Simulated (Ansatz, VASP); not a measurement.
## BN in VASP and in Ansatz

```xyz
2
Lattice="0.0000 1.8255 1.8255 1.8255 0.0000 1.8255 1.8255 1.8255 0.0000" Properties=species:S:1:pos:R:3 pbc="T T T"
B     0.0000    0.0000    0.0000
N     0.9127    0.9127    0.9127
```

Alike in both runs: task single point; functional LDA; k mesh 10 × 10 × 10; no spin polarisation.

|  | VASP | Ansatz |
| --- | --- | --- |
| version | VASP 6.6.1 | Ansatz 0.2.0 |
| potentials or method | VASP PAW LDA potentials, release 64 (B, N), cutoff 600 eV | scalar-relativistic, plane waves, PAW |
| occupations | gaussian, width 0.01 eV | fixed |
| valence electrons in the cell | 8 | 8 |

```tsv
	VASP	Ansatz	Ansatz less VASP
gap on the k mesh at the Fermi level (eV)	4.31	4.32	+0.014
least direct gap on the mesh (eV)	8.54	8.56	+0.011
pressure (GPa)	-20.6	-21.1	-0.56
```

LDA's correlation is that of Perdew and Zunger in VASP and of Perdew and Wang (1992) in Ansatz.
